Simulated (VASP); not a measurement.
# TaS2 in VASP: notebook

TaS2 is run at these levels: PBE; tasks: single point, relaxation of the atoms.

Program: VASP 6.6.1. These are calculated values, not measurements. Logs are shortened: lines on timing, memory, paths and dates and some standing lists are left out, and cuts for length are marked.

## (1) The cell of the first run

The cell holds a slab with vacuum, 3 atoms: a = 3.381 Å, b = 3.381 Å, c = 26.124 Å, α = 90.00°, β = 90.00°, γ = 120.00°.

## (2) Single point, PBE

Contents of INCAR:

```
SYSTEM = TaS2
PREC = Accurate
ENCUT = 400
EDIFF = 1E-6
ISMEAR = 0
SIGMA = 0.05
LREAL = .FALSE.
LASPH = .TRUE.
NELM = 120
ALGO = Normal
ISIF = 2
LWAVE = .FALSE.
LCHARG = .FALSE.
LDIPOL = .TRUE.
IDIPOL = 3
DIPOL = 0.5 0.5 0.500
GGA = PE
NBANDS = 18
GGA_COMPAT = .FALSE.
NELMDL = -8
```

Contents of KPOINTS:

```
Automatic mesh
0
G
  12 12 1
  0 0 0
```

Contents of POSCAR:

```
TaS2
1.0
    3.3806003760      0.0000000000      0.0000000000
   -1.6903001880      2.9276858060      0.0000000000
    0.0000000000      0.0000000000     26.1236725850
S Ta
2 1
Direct
    0.6666666667      0.3333333333      0.4413972847
    0.3333333333      0.6666666667      0.5586027153
    0.0000000000      0.0000000000      0.5000000000
```

Potentials or basis: VASP PAW PBE potentials, release 64 (S, Ta_pv).

The run is started by

```sh
cat potpaw_PBE.64/S/POTCAR potpaw_PBE.64/Ta_pv/POTCAR > POTCAR
mpirun -np 1 vasp_std > vasp.out
```

OUTCAR:

```text
SYSTEM = TaS2
   PREC = Accurate
   ENCUT = 400
   EDIFF = 1E-6
   ISMEAR = 0
   LREAL = .FALSE.
   LASPH = .TRUE.
   NELM = 120
   ISIF = 2
   GGA = PE
   NELMDL = -8

 ion  position               nearest neighbor table
   1  0.667  0.333  0.441-   3 2.48   3 2.48   3 2.48
   2  0.333  0.667  0.559-   3 2.48   3 2.48   3 2.48
   3  0.000  0.000  0.500-   1 2.48   2 2.48   1 2.48   2 2.48   1 2.48   2 2.48

  LATTYP: Found a hexagonal cell.
 ALAT       =     3.3806003760
 C/A-ratio  =     7.7275246049

  Lattice vectors:

 A1 = (   3.3806003760,   0.0000000000,   0.0000000000)
 A2 = (  -1.6903001880,   2.9276858060,   0.0000000000)
 A3 = (   0.0000000000,   0.0000000000,  26.1236725850)

Analysis of symmetry for initial positions (statically):
=====================================================================
 Subroutine PRICEL returns:
 Original cell was already a primitive cell.

 Routine SETGRP: Setting up the symmetry group for a
 hexagonal supercell.

 Subroutine GETGRP returns: Found 12 space group operations
 (whereof 12 operations were pure point group operations)
 out of a pool of 24 trial point group operations.

The static configuration has the point symmetry D_3d.

Analysis of symmetry for dynamics (positions and initial velocities):
=====================================================================
 Subroutine PRICEL returns:
 Original cell was already a primitive cell.

 Routine SETGRP: Setting up the symmetry group for a
 hexagonal supercell.

 Subroutine GETGRP returns: Found 12 space group operations
 (whereof 12 operations were pure point group operations)
 out of a pool of 24 trial point group operations.

The dynamic configuration has the point symmetry D_3d.

 Subroutine INISYM returns: Found 12 space group operations
 (whereof 12 operations are pure point group operations),
 and found     1 'primitive' translations

----------------------------------------------------------------------------------------

                                     Primitive cell

  volume of cell :     258.5548

  direct lattice vectors                    reciprocal lattice vectors
     3.380600376  0.000000000  0.000000000     0.295805445  0.170783354  0.000000000
    -1.690300188  2.927685806  0.000000000     0.000000000  0.341566707  0.000000000
     0.000000000  0.000000000 26.123672585     0.000000000  0.000000000  0.038279457

  length of vectors
     3.380600376  3.380600376 26.123672585     0.341566707  0.341566707  0.038279457

  position of ions in fractional coordinates (direct lattice)
     0.666666667  0.333333333  0.441397285
     0.333333333  0.666666667  0.558602715
     0.000000000  0.000000000  0.500000000

  ion indices of the primitive-cell ions
   primitive index   ion index
                 1           1
                 2           2
                 3           3

----------------------------------------------------------------------------------------

 KPOINTS: Automatic mesh

Automatic generation of k-mesh.
 Grid dimensions read from file:
 generate k-points for:   12   12    1

 Generating k-lattice:

  Cartesian coordinates                     Fractional coordinates (reciprocal lattice)
     0.024650454  0.014231946  0.000000000     0.083333333 -0.000000000  0.000000000
     0.000000000  0.028463892  0.000000000     0.000000000  0.083333333  0.000000000
     0.000000000  0.000000000  0.038279457     0.000000000  0.000000000  1.000000000

  Length of vectors
     0.028463892  0.028463892  0.038279457

  Shift w.r.t. Gamma in fractional coordinates (k-lattice)
     0.000000000  0.000000000  0.000000000

 Subroutine IBZKPT returns following result:
 ===========================================

 Found     19 irreducible k-points:

 Following reciprocal coordinates:
            Coordinates               Weight
  0.000000  0.000000  0.000000      1.000000
  0.083333  0.000000  0.000000      6.000000
  0.166667  0.000000  0.000000      6.000000
  0.250000  0.000000  0.000000      6.000000
  0.333333  0.000000  0.000000      6.000000
  0.416667  0.000000  0.000000      6.000000
[... 11 lines left out ...]
  0.333333  0.250000  0.000000     12.000000
  0.333333  0.333333  0.000000      2.000000
   k-points           NKPTS =     19   k-points in BZ     NKDIM =     19   number of bands    NBANDS=     18
   number of dos      NEDOS =    301   number of ions     NIONS =      3
   total plane-waves  NPLWV = 103680
   dimension x,y,z NGX =    24 NGY =   24 NGZ =  180
   dimension x,y,z NGXF=    48 NGYF=   48 NGZF=  360
   ions per type =               2   1
   NGX,Y,Z   is equivalent  to a cutoff of  11.80, 11.80, 11.45 a.u.
   NGXF,Y,Z  is equivalent  to a cutoff of  23.60, 23.60, 22.91 a.u.
 SYSTEM =  TaS2
   PREC   = accura    normal or accurate (medium, high low for compatibility)
   ISTART =      0    job   : 0-new  1-cont  2-samecut
   ICHARG =      2    charge: 1-file 2-atom 10-const
   ISPIN  =      1    spin polarized calculation?
   LNONCOLLINEAR =      F non collinear calculations
   LSORBIT =      F    spin-orbit coupling
   LASPH  =      T    aspherical Exc in radial PAW
   ENCUT  =  400.0 eV  29.40 Ry    5.42 a.u.   5.51  5.51 42.60*2*pi/ulx,y,z
   NELM   =    120;   NELMIN=  2; NELMDL= -8     # of ELM steps
   EDIFF  = 0.1E-05   stopping-criterion for ELM
   LREAL  =      F    real-space projection
   EDIFFG = 0.1E-04   stopping-criterion for IOM
   NSW    =      0    number of steps for IOM
   IBRION =     -1    ionic relax: 0-MD 1-quasi-New 2-CG
   NFREE  =      0    steps in history (QN), initial steepest desc. (CG)
   ISIF   =      2    stress and relaxation
   ISYM   =      2    0-nonsym 1-usesym 2-fastsym
   POTIM  = 0.5000    time-step for ionic-motion
   TEBEG  =    0.0;   TEEND  =   0.0 temperature during run
   PSTRESS=    0.0 pullay stress
   NELECT =      23.0000    total number of electrons
   NUPDOWN=      -1.0000    fix difference up-down
   EMIN   =  10.00;   EMAX   =-10.00  energy-range for DOS
   EFERMI =   0.00;   METHOD = LEGACY
   ISMEAR =     0;   SIGMA  =   0.05  broadening in eV -4-tet -1-fermi 0-gaus
   EFERMI_NEDOS =   21; number of points for ismear=-14 and -15
   IALGO  =     38    algorithm
   IMIX   =      4    mixing-type and parameters
     AMIX     =   0.40;   BMIX     =  1.00
     AMIX_MAG =   1.60;   BMIX_MAG =  1.00
  volume/ion in A,a.u.               =      86.18       581.60
  Fermi-wavevector in a.u.,A,eV,Ry     =   0.730802  1.381016  7.266492  0.534072
  Thomas-Fermi vector in A             =   1.822862
   LORBIT       =      0    0 simple, 1 ext, 2 COOP (PROOUT), +10 PAW based schemes
   GGA     = PE    functional components
   LHFCALC =     F    Hartree Fock is set to
   AEXX    =    0.0000 exact exchange contribution
   IVDW    =     0    specifies the selected vdW correction
   LEPSILON=     F    determine dielectric tensor
   LRPA    =     F    only Hartree local field effects (RPA)
 non-spin polarized calculation
 Gauss-broadening in eV      SIGMA  =   0.05
  energy-cutoff  :      400.00
  volume of cell :      258.55
 maximum number of plane-waves:      4765
 NGX is ok and might be reduce to    24
   NGX = 11   NGY = 11   NGZ = 85

 number of electron      23.0000009 magnetization

 dipolmoment           0.000000      0.000000     -0.000000 electrons x Angstroem

 Free energy of the ion-electron system (eV)
  ---------------------------------------------------
  ext. energy  EPLUGINS =         0.00000000
  ---------------------------------------------------
  free energy    TOTEN  =       -23.15346673 eV

  energy without entropy =      -23.15083975  energy(sigma->0) =      -23.15215324

 E-fermi :  -2.6375     XC(G=0):  -2.7695

 val. band max:       -2.6559135004   @ k =   0.1667   0.0833   0.0000
 cond. band min:      -2.5890137048   @ k =   0.4167   0.1667   0.0000
 fundamental gap:      0.0668997955
 Fermi energy:        -2.6374907843

 k-point     1 :       0.0000    0.0000    0.0000
  band No.  band energies     occupation
      1     -38.0554      2.00000
      2     -38.0554      2.00000
      3     -38.0538      2.00000
      4     -17.3498      2.00000
      5     -15.8970      2.00000
      6      -8.8658      2.00000
[... 10 lines left out ...]
     17       1.6716      0.00000
     18       1.9867      0.00000

 k-point     2 :       0.0833    0.0000    0.0000
  band No.  band energies     occupation
      1     -38.0731      2.00000
      2     -38.0595      2.00000
      3     -38.0505      2.00000
      4     -17.2492      2.00000
      5     -15.8848      2.00000
      6      -8.7453      2.00000
[... 10 lines left out ...]
     17       1.8969      0.00000
     18       2.1471      0.00000

 k-point     3 :       0.1667    0.0000    0.0000
  band No.  band energies     occupation
      1     -38.1210      2.00000
      2     -38.0706      2.00000
      3     -38.0415      2.00000
      4     -16.9643      2.00000
      5     -15.8499      2.00000
      6      -8.4116      2.00000
[... 10 lines left out ...]
     17       2.3911      0.00000
     18       2.5754      0.00000

 k-point     4 :       0.2500    0.0000    0.0000
  band No.  band energies     occupation
      1     -38.1857      2.00000
      2     -38.0857      2.00000
      3     -38.0291      2.00000
      4     -16.5516      2.00000
      5     -15.7907      2.00000
      6      -8.0784      2.00000
[... 270 lines left out ...]
      4     -15.6273      2.00000
      5     -15.5996      2.00000
      6      -8.3988      2.00000
[... 10 lines left out ...]
     17       3.8225      0.00000
     18       4.4978      0.00000

 k-point    18 :       0.3333    0.2500    0.0000
  band No.  band energies     occupation
      1     -38.2661      2.00000
      2     -38.1923      2.00000
      3     -37.9998      2.00000
      4     -15.5887      2.00000
      5     -15.4004      2.00000
      6      -8.5268      2.00000
[... 10 lines left out ...]
     17       3.7176      0.00000
     18       4.5724      0.00000

 k-point    19 :       0.3333    0.3333    0.0000
  band No.  band energies     occupation
      1     -38.2346      2.00000
      2     -38.2346      2.00000
      3     -37.9981      2.00000
      4     -15.4530      2.00000
      5     -15.4530      2.00000
      6      -8.0850      2.00000
[... 10 lines left out ...]
     17       3.6669      0.00000
     18       5.7209      0.00000

------------------------ aborting loop because EDIFF is reached ----------------------------------------

 vacuum level on the upper side and lower side of the slab       (xc-potential included)        -0.009        -0.009

  FORCE on cell =-STRESS in cart. coord.  units (eV):
  Direction    XX          YY          ZZ          XY          YZ          ZX
  --------------------------------------------------------------------------------------
  -------------------------------------------------------------------------------------
  Total       -0.0223999     -0.0223999      0.0067809     -0.0000000     -0.0000000      0.0000000
  in kB       -0.1388045     -0.1388045      0.0420192     -0.0000000     -0.0000000      0.0000000
  external PRESSURE =      -0.0785299 kB  Pullay stress =       0.0000000 kB

 VOLUME and BASIS-vectors are now :
 -----------------------------------------------------------------------------
  energy-cutoff  :      400.00
  volume of cell :      258.55
      direct lattice vectors                 reciprocal lattice vectors
     3.380600376  0.000000000  0.000000000     0.295805445  0.170783354  0.000000000
    -1.690300188  2.927685806  0.000000000     0.000000000  0.341566707  0.000000000
     0.000000000  0.000000000 26.123672585     0.000000000  0.000000000  0.038279457

 POSITION                                       TOTAL-FORCE (eV/Angst)
 -----------------------------------------------------------------------------------
      1.69030      0.97590     11.53092         0.000000     -0.000000     -0.010466
     -0.00000      1.95179     14.59275         0.000000      0.000000      0.010466
      0.00000      0.00000     13.06184        -0.000000     -0.000000      0.000000
 -----------------------------------------------------------------------------------
    total drift:                               -0.000000     -0.000000      0.000000

  FREE ENERGIE OF THE ION-ELECTRON SYSTEM (eV)
  ---------------------------------------------------
  free  energy   TOTEN  =       -23.1534667271 eV

  energy  without entropy=      -23.1508397456  energy(sigma->0) =      -23.15215324

 vacuum level on the upper side and lower side of the slab         2.359         2.359
```

Run time: 4 min. Hardware: 1 thread of Intel Xeon 8259CL, shared host; peak memory 0.32 GiB.

What came out:

```yaml
Free_energy: -23.1535 eV
Largest_force: 0.010 eV/Å
Band_gap_on_the_k_mesh: zero (an odd number of electrons rules out a gap without spin polarisation)
```

Forces in eV/Å, atoms in the order of the input:
```
S    0.000  0.000 -0.010
S    0.000  0.000  0.010
Ta   0.000  0.000  0.000
```

Caveat: spin-orbit coupling is left out, which moves the levels of the heavy elements.

## (3) Single point, PBE, non-collinear spin, zero start, spin-orbit coupling

Contents of INCAR:

```
PREC = Accurate
ENCUT = 400
EDIFF = 1E-6
ISMEAR = 0
SIGMA = 0.05
LREAL = False
LASPH = True
NELM = 200
ALGO = Normal
ISIF = 2
LWAVE = False
LCHARG = True
LNONCOLLINEAR = True
MAGMOM = 0 0 0 0 0 0 0 0 0
LORBIT = 11
LSORBIT = True
GGA_COMPAT = False
LORBMOM = True
LMAXMIX = 4
LDIPOL = True
IDIPOL = 3
DIPOL = 0.5 0.5 0.500
GGA = PE
LVHAR = True
LVACPOTAV = True
NBANDS = 36
NELMDL = -8
```

Contents of KPOINTS:

```
regular mesh
0
Gamma
  12 12 1
```

POSCAR is that of step 2.

Potentials or basis: VASP PAW PBE potentials, release 64 (S, Ta_pv).

The run is started by

```sh
cat potpaw_PBE.64/S/POTCAR potpaw_PBE.64/Ta_pv/POTCAR > POTCAR
mpirun -np 1 vasp_ncl > vasp.out
```

It took 13 min on 1 thread of Intel Xeon 8259CL, shared host; peak memory 0.84 GiB.

Results (log left out):

- Free energy: -23.8262 eV
- Largest force: 0.020 eV/Å
- Net moment: 0.00 μB per cell
- Valence electrons inside the program's atomic spheres: S 3.73; Ta 8.77

Forces on the atoms (eV/Å):
```
S    0.000  0.000 -0.020
S    0.000  0.000  0.020
Ta   0.000  0.000  0.000
```

Moments on the atoms (μB; x, y, z):
```
S   0.00 0.00 0.00
S   0.00 0.00 0.00
Ta  0.00 0.00 0.00
```

(Continued in part 2 of 2.)
